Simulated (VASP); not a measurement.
# GaP (F-43m) in VASP: notebook, part 2 of 2

VASP 6.6.1. The steps go on from the part before.

## (3) Single point, HF

The input, POSCAR:

```
GaP
1.0
    0.0000000000      2.7254102088      2.7254102088
    2.7254102088      0.0000000000      2.7254102088
    2.7254102088      2.7254102088      0.0000000000
Ga P
1 1
Direct
    0.0000000000      0.0000000000      0.0000000000
    0.2500000000      0.2500000000      0.2500000000
```

The input, INCAR.step1:

```
SYSTEM = GaP
  ALGO = Normal
  EDIFF = 1E-5
  ENCUT = 520
  GGA = PE
  ISIF = 2
  ISMEAR = 0
  LASPH = .True.
  LCHARG = .False.
  LREAL = .False.
  LWAVE = .True.
  NBANDS = 16
  NELM = 100
  PREC = Accurate
  SIGMA = 0.01
```

The input, INCAR.step2:

```
SYSTEM = GaP
  AEXX = 1.0
  AGGAC = 0.0
  ALDAC = 0.0
  ALGO = Normal
  EDIFF = 1E-6
  ENCUT = 520
  GGA = PE
  ISIF = 2
  ISMEAR = 0
  ISTART = 1
  LASPH = .True.
  LCHARG = .False.
  LHFCALC = .True.
  LREAL = .False.
  LWAVE = .False.
  NBANDS = 16
  NELM = 100
  PREC = Accurate
  PRECFOCK = Normal
  SIGMA = 0.01
```

The input, KPOINTS:

```
k-points
0
Gamma
  4 4 4
  0 0 0
```

Potentials or basis: VASP PAW PBE potentials, release 64 (Ga_d, P).

On the command line:

```bash
$ cat potpaw_PBE.64/Ga_d/POTCAR potpaw_PBE.64/P/POTCAR > POTCAR
$ cp INCAR.step1 INCAR
$ mpirun -np 1 vasp_std > vasp.out
$ cp INCAR.step2 INCAR
$ mpirun -np 1 vasp_std > vasp.out
```

OUTCAR:

```text
SYSTEM = GaP
   AEXX = 1.0
   EDIFF = 1E-6
   ENCUT = 520
   GGA = PE
   ISIF = 2
   ISMEAR = 0
   ISTART = 1
   LASPH = .True.
   LHFCALC = .True.
   LREAL = .False.
   NELM = 100
   PREC = Accurate
   PRECFOCK = Normal

 ion  position               nearest neighbor table
   1  0.000  0.000  0.000-   2 2.36   2 2.36   2 2.36   2 2.36
   2  0.250  0.250  0.250-   1 2.36   1 2.36   1 2.36   1 2.36

  LATTYP: Found a face centered cubic cell.
 ALAT       =     5.4508204176

  Lattice vectors:

 A1 = (   0.0000000000,   2.7254102088,   2.7254102088)
 A2 = (   2.7254102088,   0.0000000000,   2.7254102088)
 A3 = (   2.7254102088,   2.7254102088,   0.0000000000)

Analysis of symmetry for initial positions (statically):
[... 5 lines left out ...]
 face centered cubic supercell.

 Subroutine GETGRP returns: Found 24 space group operations
 (whereof 24 operations were pure point group operations)
 out of a pool of 48 trial point group operations.

The static configuration has the point symmetry T_d .

Analysis of symmetry for dynamics (positions and initial velocities):
[... 5 lines left out ...]
 face centered cubic supercell.

 Subroutine GETGRP returns: Found 24 space group operations
 (whereof 24 operations were pure point group operations)
[... 140 lines left out ...]
  energy without entropy =      -17.26472142  energy(sigma->0) =      -17.26472142

 E-fermi :   2.4962     XC(G=0):   0.0000

 val. band max:        2.4190474201   @ k =   0.0000   0.0000   0.0000
 cond. band min:      10.2932497407   @ k =   0.5000   0.5000   0.0000
 fundamental gap:      7.8742023206
 Fermi energy:         2.4961596252

 k-point     1 :       0.0000    0.0000    0.0000
  band No.  band energies     occupation
      1     -22.0471      2.00000
      2     -22.0471      2.00000
      3     -22.0471      2.00000
      4     -21.9249      2.00000
      5     -21.9249      2.00000
      6     -14.9817      2.00000
[... 129 lines left out ...]
      3     -21.9988      2.00000
      4     -21.9369      2.00000
      5     -21.9199      2.00000
      6     -11.0048      2.00000
[... 8 lines left out ...]
     15      23.4031      0.00000
     16      25.2738      0.00000

------------------------ aborting loop because EDIFF is reached ----------------------------------------

  FORCE on cell =-STRESS in cart. coord.  units (eV):
  Direction    XX          YY          ZZ          XY          YZ          ZX
  --------------------------------------------------------------------------------------
  -------------------------------------------------------------------------------------
  Total        1.3060513      1.3060513      1.3060513      0.0000000      0.0000000      0.0000000
  in kB       51.6826997     51.6826997     51.6826997      0.0000000      0.0000000      0.0000000
  external PRESSURE =      51.6826997 kB  Pullay stress =       0.0000000 kB

 VOLUME and BASIS-vectors are now :
 -----------------------------------------------------------------------------
  energy-cutoff  :      520.00
  volume of cell :       40.49
      direct lattice vectors                 reciprocal lattice vectors
     0.000000000  2.725410209  2.725410209    -0.183458622  0.183458622  0.183458622
     2.725410209  0.000000000  2.725410209     0.183458622 -0.183458622  0.183458622
     2.725410209  2.725410209  0.000000000     0.183458622  0.183458622 -0.183458622

 POSITION                                       TOTAL-FORCE (eV/Angst)
 -----------------------------------------------------------------------------------
      0.00000      0.00000      0.00000         0.000000      0.000000      0.000000
      1.36271      1.36271      1.36271        -0.000000     -0.000000     -0.000000
 -----------------------------------------------------------------------------------
    total drift:                               -0.000067     -0.000076     -0.000045

  FREE ENERGIE OF THE ION-ELECTRON SYSTEM (eV)
  ---------------------------------------------------
  free  energy   TOTEN  =       -17.2647214231 eV

  energy  without entropy=      -17.2647214231  energy(sigma->0) =      -17.26472142
```

OUTCAR.step1:

```text
SYSTEM = GaP
   EDIFF = 1E-5
   ENCUT = 520
   GGA = PE
   ISIF = 2
   ISMEAR = 0
[... 356 lines left out ...]
      0.00000      0.00000      0.00000         0.000000     -0.000000      0.000000
      1.36271      1.36271      1.36271        -0.000000      0.000000     -0.000000
 -----------------------------------------------------------------------------------
    total drift:                                0.000002      0.000002      0.000002

  FREE ENERGIE OF THE ION-ELECTRON SYSTEM (eV)
  ---------------------------------------------------
  free  energy   TOTEN  =        -8.9762071306 eV

  energy  without entropy=       -8.9762071306  energy(sigma->0) =       -8.97620713
```

It took 11 min on 1 thread of AMD EPYC 7R13 (Zen 3), shared host; peak memory 0.14 GiB.

Results:

* Free energy: -17.2647 eV
* Pressure: 5.2 GPa
* Band gap on the k mesh: 7.87 eV, indirect (least direct gap 9.43 eV)

Levels at points of the mesh, in eV from the valence-band top:
```tsv
k point	band 6	band 7	band 8	band 9	band 10	band 11	band 12	band 13
(0.00, 0.00, 0.00)	-17.40	0.00	0.00	0.00	9.43	11.02	11.02	11.02
(0.50, 0.00, 0.00)	-14.70	-8.76	-1.43	-1.43	8.71	11.87	11.87	15.73
(0.50, 0.50, 0.00)	-13.52	-8.80	-3.51	-3.51	7.87	8.46	19.96	19.96
```

Caveat: the k points lie up to 0.50 Å⁻¹ apart; the PAW data sets were made with another functional, which shifts forces and pressure a little.

## (4) Single point, PBE-based global hybrid

POSCAR is that of step 3.

The input, INCAR.step1:

```
  ALGO = Normal
  EDIFF = 1E-5
  ENCUT = 520
  GGA = PE
  ISIF = 2
  ISMEAR = 0
  LASPH = T
  LREAL = F
  LWAVE = T
  NBANDS = 16
  NELM = 100
  PREC = Accurate
  SIGMA = 0.01
```

The input, INCAR.step2:

```
  AEXX = 0.35
  ALGO = Normal
  EDIFF = 1E-6
  ENCUT = 520
  GGA = PE
  ISIF = 2
  ISMEAR = 0
  ISTART = 1
  LASPH = T
  LCHARG = T
  LELF = T
  LHFCALC = T
  LREAL = F
  LVHAR = T
  LWAVE = F
  NBANDS = 16
  NELM = 100
  PREC = Accurate
  PRECFOCK = Normal
  SIGMA = 0.01
```

The input, KPOINTS:

```
k-points
0
Gamma
  4 4 4
```

On the command line:

```bash
$ cat potpaw_PBE.64/Ga_d/POTCAR potpaw_PBE.64/P/POTCAR > POTCAR
$ cp INCAR.step1 INCAR
$ mpirun -np 1 vasp_std > vasp.out
$ cp INCAR.step2 INCAR
$ mpirun -np 1 vasp_std > vasp.out
```

Run time: 9.9 min. Hardware: 1 thread of AMD EPYC 7R13 (Zen 3), shared host; peak memory 0.14 GiB.

Results (log left out):

```
Free energy            : -12.7001 eV
Pressure               : -0.2 GPa
Band gap on the k mesh : 3.62 eV, indirect (least direct gap 4.31 eV)
```

Levels at points of the mesh, in eV from the valence-band top:
| k point | band 6 | band 7 | band 8 | band 9 | band 10 | band 11 | band 12 | band 13 |
| --- | --- | --- | --- | --- | --- | --- | --- | --- |
| (0.00, 0.00, 0.00) | -14.33 | 0.00 | 0.00 | 0.00 | 4.31 | 6.22 | 6.22 | 6.22 |
| (0.50, 0.00, 0.00) | -12.03 | -7.51 | -1.26 | -1.26 | 3.95 | 7.07 | 7.07 | 10.71 |
| (0.50, 0.50, 0.00) | -11.01 | -7.60 | -3.04 | -3.04 | 3.62 | 3.95 | 13.77 | 13.77 |

Caveat: the k points lie up to 0.50 Å⁻¹ apart; the PAW data sets were made with another functional, which shifts forces and pressure a little. A k mesh can miss the band edges.

## (5) Single point, HSE06

POSCAR is that of step 4.

INCAR.step1: that of step 4 with these lines changed.

```diff
@@ -7,2 +7,3 @@
   LASPH = T
+  LCHARG = F
   LREAL = F
@@ -10,3 +11,3 @@
   NBANDS = 16
-  NELM = 100
+  NELM = 60
   PREC = Accurate
```

The input, INCAR.step2:

```
  ALGO = Normal
  EDIFF = 1E-6
  ENCUT = 520
  GGA = PE
  HFSCREEN = 0.2079
  ISIF = 2
  ISMEAR = 0
  ISTART = 1
  LASPH = T
  LCHARG = F
  LHFCALC = T
  LREAL = F
  LWAVE = F
  NBANDS = 16
  NELM = 60
  PREC = Accurate
  PRECFOCK = Normal
  SIGMA = 0.01
```

KPOINTS is that of step 4.

On the command line:

```bash
$ cat potpaw_PBE.64/Ga_d/POTCAR potpaw_PBE.64/P/POTCAR > POTCAR
$ cp INCAR.step1 INCAR
$ mpirun -np 1 vasp_std > vasp.out
$ cp INCAR.step2 INCAR
$ mpirun -np 1 vasp_std > vasp.out
```

Wall time 12 min (1 thread of AMD EPYC 7R13 (Zen 3), shared host); peak memory 0.24 GiB.

Results (log left out):

```yaml
Free_energy: -10.6679 eV
Pressure: 1.0 GPa
Band_gap_on_the_k_mesh: 2.31 eV, indirect (least direct gap 2.84 eV)
```

Levels at points of the mesh, in eV from the valence-band top:
```csv
k point,band 7,band 8,band 9,band 10,band 11,band 12
"(0.00, 0.00, 0.00)",0.00,0.00,0.00,2.84,4.78,4.78
"(0.50, 0.00, 0.00)",-7.22,-1.21,-1.21,2.54,5.62,5.62
"(0.50, 0.50, 0.00)",-7.32,-2.92,-2.92,2.31,2.59,12.07
```

Caveat: the k points lie up to 0.50 Å⁻¹ apart; the PAW data sets were made with another functional, which shifts forces and pressure a little.

## (6) Single point, PBEsol

The input, INCAR:

```
SYSTEM = GaP
ALGO     = Normal         ! electronic algorithm
EDIFF    = 1E-6           ! SCF threshold, eV
ENCUT    = 500            ! plane-wave cutoff, eV
GGA      = PS             ! functional
GGA_COMPAT= .False.      
ISIF     = 2              ! what is computed and relaxed
ISMEAR   = 0              ! smearing method
LASPH    = .True.         ! aspherical terms in the spheres
LCHARG   = .False.        ! write CHGCAR
LREAL    = .False.        ! projectors in reciprocal space
LWAVE    = .False.        ! write WAVECAR
NBANDS   = 16             ! bands
NELM     = 120            ! most SCF steps
PREC     = Accurate       ! precision mode
SIGMA    = 0.01           ! smearing width, eV
```

The input, KPOINTS:

```
k-points
0
Gamma
  5 5 5
  0 0 0
```

POSCAR is that of step 5.

Potentials or basis: VASP PAW PBE potentials, release 64 (Ga_d, P).

On the command line:

```bash
$ cat potpaw_PBE.64/Ga_d/POTCAR potpaw_PBE.64/P/POTCAR > POTCAR
$ mpirun -np 1 vasp_std > vasp.out
```

OUTCAR:

```text
SYSTEM = GaP
   EDIFF = 1E-6
   ENCUT = 500
   GGA = PS
   ISIF = 2
   ISMEAR = 0
   LASPH = .True.
   LREAL = .False.
   NELM = 120
   PREC = Accurate

 ion  position               nearest neighbor table
   1  0.000  0.000  0.000-   2 2.36   2 2.36   2 2.36   2 2.36
   2  0.250  0.250  0.250-   1 2.36   1 2.36   1 2.36   1 2.36

  LATTYP: Found a face centered cubic cell.
 ALAT       =     5.4508204176

  Lattice vectors:

 A1 = (   0.0000000000,   2.7254102088,   2.7254102088)
 A2 = (   2.7254102088,   0.0000000000,   2.7254102088)
 A3 = (   2.7254102088,   2.7254102088,   0.0000000000)

Analysis of symmetry for initial positions (statically):
[... 5 lines left out ...]
 face centered cubic supercell.

 Subroutine GETGRP returns: Found 24 space group operations
 (whereof 24 operations were pure point group operations)
 out of a pool of 48 trial point group operations.

The static configuration has the point symmetry T_d .

Analysis of symmetry for dynamics (positions and initial velocities):
[... 5 lines left out ...]
 face centered cubic supercell.

 Subroutine GETGRP returns: Found 24 space group operations
 (whereof 24 operations were pure point group operations)
 out of a pool of 48 trial point group operations.

The dynamic configuration has the point symmetry T_d .

 Subroutine INISYM returns: Found 24 space group operations
 (whereof 24 operations are pure point group operations),
 and found     1 'primitive' translations

----------------------------------------------------------------------------------------

                                     Primitive cell

  volume of cell :      40.4879

  direct lattice vectors                    reciprocal lattice vectors
     0.000000000  2.725410209  2.725410209    -0.183458622  0.183458622  0.183458622
     2.725410209  0.000000000  2.725410209     0.183458622 -0.183458622  0.183458622
     2.725410209  2.725410209  0.000000000     0.183458622  0.183458622 -0.183458622

  length of vectors
[... 82 lines left out ...]
   ISMEAR =     0;   SIGMA  =   0.01  broadening in eV -4-tet -1-fermi 0-gaus
   EFERMI_NEDOS =   21; number of points for ismear=-14 and -15
   IALGO  =     38    algorithm
   IMIX   =      4    mixing-type and parameters
     AMIX     =   0.40;   BMIX     =  1.00
     AMIX_MAG =   1.60;   BMIX_MAG =  1.00
  volume/ion in A,a.u.               =      20.24       136.61
  Fermi-wavevector in a.u.,A,eV,Ry     =   1.249464  2.361145 21.240879  1.561161
  Thomas-Fermi vector in A             =   2.383503
   LORBIT       =      0    0 simple, 1 ext, 2 COOP (PROOUT), +10 PAW based schemes
   GGA     = PS    functional components
   LHFCALC =     F    Hartree Fock is set to
   AEXX    =    0.0000 exact exchange contribution
   IVDW    =     0    specifies the selected vdW correction
   LEPSILON=     F    determine dielectric tensor
   LRPA    =     F    only Hartree local field effects (RPA)
 non-spin polarized calculation
 Gauss-broadening in eV      SIGMA  =   0.01
  energy-cutoff  :      500.00
  volume of cell :       40.49
 maximum number of plane-waves:      1032
   NGX = 13   NGY = 13   NGZ = 13

 number of electron      18.0000016 magnetization

 Free energy of the ion-electron system (eV)
  ---------------------------------------------------
  ext. energy  EPLUGINS =         0.00000000
  ---------------------------------------------------
  free energy    TOTEN  =        -9.87404169 eV

  energy without entropy =       -9.87404169  energy(sigma->0) =       -9.87404169

 E-fermi :   4.6520     XC(G=0): -10.0134

 val. band max:        4.5854354823   @ k =   0.0000   0.0000   0.0000
 cond. band min:       6.0556739418   @ k =   0.4000   0.4000   0.0000
 fundamental gap:      1.4702384595
 Fermi energy:         4.6519856243

 k-point     1 :       0.0000    0.0000    0.0000
  band No.  band energies     occupation
      1      -9.9747      2.00000
      2      -9.9747      2.00000
      3      -9.9747      2.00000
      4      -9.8746      2.00000
      5      -9.8746      2.00000
      6      -7.9412      2.00000
[... 167 lines left out ...]
      3      -9.9196      2.00000
      4      -9.8901      2.00000
      5      -9.8646      2.00000
      6      -5.2301      2.00000
[... 8 lines left out ...]
     15      16.0850      0.00000
     16      18.7325      0.00000

------------------------ aborting loop because EDIFF is reached ----------------------------------------

  FORCE on cell =-STRESS in cart. coord.  units (eV):
  Direction    XX          YY          ZZ          XY          YZ          ZX
  --------------------------------------------------------------------------------------
  -------------------------------------------------------------------------------------
  Total       -0.1409011     -0.1409011     -0.1409011      0.0000000     -0.0000000      0.0000000
  in kB       -5.5756980     -5.5756980     -5.5756980      0.0000000     -0.0000000      0.0000000
  external PRESSURE =      -5.5756980 kB  Pullay stress =       0.0000000 kB

 VOLUME and BASIS-vectors are now :
 -----------------------------------------------------------------------------
  energy-cutoff  :      500.00
  volume of cell :       40.49
      direct lattice vectors                 reciprocal lattice vectors
     0.000000000  2.725410209  2.725410209    -0.183458622  0.183458622  0.183458622
     2.725410209  0.000000000  2.725410209     0.183458622 -0.183458622  0.183458622
     2.725410209  2.725410209  0.000000000     0.183458622  0.183458622 -0.183458622

 POSITION                                       TOTAL-FORCE (eV/Angst)
 -----------------------------------------------------------------------------------
      0.00000      0.00000      0.00000         0.000000      0.000000     -0.000000
      1.36271      1.36271      1.36271        -0.000000     -0.000000      0.000000
 -----------------------------------------------------------------------------------
    total drift:                                0.000001      0.000001      0.000001

  FREE ENERGIE OF THE ION-ELECTRON SYSTEM (eV)
  ---------------------------------------------------
  free  energy   TOTEN  =        -9.8740416917 eV

  energy  without entropy=       -9.8740416917  energy(sigma->0) =       -9.87404169
```

OSZICAR:

```text
N       E                     dE             d eps       ncg     rms          rms(c)
DAV:   1     0.871854832242E+02    0.87185E+02   -0.86222E+03   336   0.156E+03
DAV:   2    -0.301129332837E+01   -0.90197E+02   -0.86338E+02   368   0.344E+02
DAV:   3    -0.100504257836E+02   -0.70391E+01   -0.70217E+01   400   0.696E+01
DAV:   4    -0.101680565337E+02   -0.11763E+00   -0.11759E+00   384   0.972E+00
DAV:   5    -0.101702459083E+02   -0.21894E-02   -0.21893E-02   408   0.116E+00    0.412E+00
DAV:   6    -0.991627816643E+01    0.25397E+00   -0.35977E-01   504   0.115E+01    0.262E+00
DAV:   7    -0.987651905775E+01    0.39759E-01   -0.83801E-02   416   0.223E+00    0.992E-01
DAV:   8    -0.987379941200E+01    0.27196E-02   -0.12740E-02   400   0.128E+00    0.186E-01
DAV:   9    -0.987398214213E+01   -0.18273E-03   -0.10190E-03   464   0.417E-01    0.610E-02
DAV:  10    -0.987401176648E+01   -0.29624E-04   -0.63954E-05   440   0.893E-02    0.268E-02
DAV:  11    -0.987404179938E+01   -0.30033E-04   -0.31169E-05   368   0.551E-02    0.699E-03
DAV:  12    -0.987404169166E+01    0.10772E-06   -0.96490E-07   320   0.108E-02
   1 F= -.98740417E+01 E0= -.98740417E+01  d E =-.788715E-23
```

stdout:

```text
POSCAR found type information on POSCAR GaP
 POSCAR found :  2 types and       2 ions
 scaLAPACK will be used
 -----------------------------------------------------------------------------
|                                                                             |
|                                                                             |
|     You enforced a specific xc type in the INCAR file but a different       |
|     I HOPE YOU KNOW WHAT YOU ARE DOING!                                     |
|                                                                             |
 -----------------------------------------------------------------------------

 LDA part: xc-table for (Slater+PW92), standard interpolation
 POSCAR, INCAR and KPOINTS ok, starting setup
 FFT: planning ... GRIDC
 FFT: planning ... GRID_SOFT
 FFT: planning ... GRID
 WAVECAR not read
 entering main loop
```

Run time: 4.7 s. Hardware: 1 thread of AMD EPYC 9R45 (Zen 5), shared host; peak memory 0.12 GiB.

Results:

```
Free energy            : -9.8740 eV
Pressure               : -0.6 GPa
Band gap on the k mesh : 1.47 eV, indirect (least direct gap 1.74 eV)
```

Caveat: the PAW data sets were made with another functional, which shifts forces and pressure a little.

## (7) Overview

```tsv
level	potentials or basis	k mesh	cutoff (eV)	grid for exact exchange (PRECFOCK)	share of exact exchange	screening parameter	gap on the mesh (eV)	pressure (GPa)
LDA	VASP PAW LDA potentials, release 64 (Ga_d, P)	4 × 4 × 4	520	-	-	-	1.46	-2.3
HF	VASP PAW PBE potentials, release 64 (Ga_d, P)	4 × 4 × 4	520	Normal	-	-	7.87	5.2
PBE-based global hybrid	VASP PAW PBE potentials, release 64 (Ga_d, P)	4 × 4 × 4	520	Normal	0.35	-	3.62	-0.2
HSE06	VASP PAW PBE potentials, release 64 (Ga_d, P)	4 × 4 × 4	520	Normal	-	0.2079 1/Å	2.31	1.0
PBEsol	VASP PAW PBE potentials, release 64 (Ga_d, P)	5 × 5 × 5	500	-	-	-	1.47	-0.6
```

Alike in all rows: task single point; no spin polarisation; cell as given; smearing gaussian 0.01 eV.

Caveats: some runs use coarse meshes; the PAW data sets were made with another functional, which shifts forces and pressure a little (some runs).

Absolute energies hang on the potentials; compare differences alone.

## (8) Comparison with measurements

Step 6. Against the measured gap of GaP, 2.34 eV (indirect; 10 K; quoted in “Stacking defects in GaP nanowires: Electronic structure and optical properties”, 2018, arxiv:1810.01194), the calculated 1.47 eV is off by -0.87 eV. Spin-orbit coupling on Ga is left out. The value is that of PBEsol on a finite k mesh, which can miss the band edges, without temperature or zero-point motion. Semilocal functionals fall short of measured gaps as a rule.
